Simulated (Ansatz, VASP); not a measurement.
**One calculation of GaN, two programs**

```
CELL_PARAMETERS angstrom
2.98064 0.00000 0.00000
-1.49032 2.58131 0.00000
0.00000 0.00000 2.68337
ATOMIC_POSITIONS crystal
Ga 0.66667 0.33333 0.50000
N 0.00000 0.00000 0.00000
```

Alike in both runs: task relaxation of cell and atoms; functional BLYP; dispersion D3(BJ); k mesh 10 × 10 × 10; occupations fermi-dirac, width 0.05 eV; no spin polarisation.

|  | VASP | Ansatz |
| --- | --- | --- |
| version | VASP 6.6.1 | Ansatz 0.2.0 |
| potentials or method | VASP PAW PBE potentials, release 64 (Ga_d, N) | Ansatz PAW |
| plane-wave cutoff (eV) | 600 | 420 |
| valence electrons in the cell | 18 | 18 |

|  | VASP | Ansatz | Ansatz less VASP |
| --- | --- | --- | --- |
| gap on the k mesh at the Fermi level, each at its own relaxed structure (eV) | none | none | - |
| relaxed volume (Å³/atom) | 10.23 | 10.20 | -0.029 |
| relaxed cell length with the largest relative difference (Å) | 2.971 | 2.968 | -0.0029 |

VASP's potentials were made for PBE, not for BLYP. A gap of «none» marks a metal or a gap that the smearing closes.

Noted on Ansatz's run: the plane-wave basis is chosen anew once the cell has moved, so the energies of steps on either side of that aren't comparable.
